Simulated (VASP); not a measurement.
Write the native input for VASP 6.6.1 that does the following.

* Task: single point
* Functional: PBE
* Dispersion: D3(BJ)
* Potentials or basis: VASP PAW PBE potentials, release 64 (O, H, C)
* Cutoff: 520 eV
* k mesh: 1 × 1 × 1
* Occupations: fermi-dirac, width 0.05 eV
* Spin: no spin polarisation
* Dipole correction: no
* Further INCAR settings: ALGO = Normal; EDIFF = 1e-06; NBANDS = 36

The structure of H10CO5 lies in POSCAR:

```
H10CO5
1.0
    5.4614380000      0.0000000000      0.0000000000
    0.0000000000      5.4614380000      0.0000000000
    0.0000000000      0.0000000000      5.4614380000
O H C
5 10 1
Direct
    0.4904019784      0.4577548990      0.7344219599
    0.0644518898      0.2810431978      0.5524918529
    0.7310528839      0.9150337329      0.9016856000
    0.6609614537      0.3087831447      0.1917077517
    0.2047995418      0.9443300464      0.1016215876
    0.3136536568      0.4527745257      0.7112229417
    0.5364338110      0.4031355844      0.5767345523
   -0.0065184298      0.3280271606      0.3913071978
   -0.0745224976      0.1862696235      0.6019110718
    0.6303468061      0.7756015906      0.8500691576
    0.9118111384      0.8641496983      0.9006419188
    0.6512570499      0.3851000414      0.0357415025
    0.6640375667      0.1271093804      0.1418307779
    0.4376136834      0.9932182696      0.3638419039
    0.3871507834      0.6611079353      0.2755501390
    0.3353695492      0.8572833748      0.2483594980
```

These files were run (other wordings do the same):

INCAR

```
SYSTEM = H10CO5
PREC = Accurate
ENCUT = 520
EDIFF = 1E-6
ISMEAR = -1
SIGMA = 0.05
LREAL = .FALSE.
LASPH = .TRUE.
NELM = 120
ALGO = Normal
ISIF = 2
LWAVE = .FALSE.
LCHARG = .FALSE.
GGA = PE
IVDW = 12
NBANDS = 36
GGA_COMPAT = .FALSE.
```

KPOINTS

```
regular mesh
0
G
  1 1 1
  0 0 0
```

Potentials or basis: VASP PAW PBE potentials, release 64 (O, H, C).

Command:

```bash
$ cat potpaw_PBE.64/O/POTCAR potpaw_PBE.64/H/POTCAR potpaw_PBE.64/C/POTCAR > POTCAR
$ mpirun -np 1 vasp_gam > vasp.out
```

It gave:

```json
{"Pressure": "1.6 GPa", "Largest force": "4.535 eV/Å", "Dispersion energy per atom": "-0.038 eV"}
```

Caveat: the k points lie up to 1.15 Å⁻¹ apart; the atoms stand as in a frame of molecular dynamics.

It took 33 s on 1 thread of Intel Xeon 8259CL (shared host), peak memory 0.24 GiB.
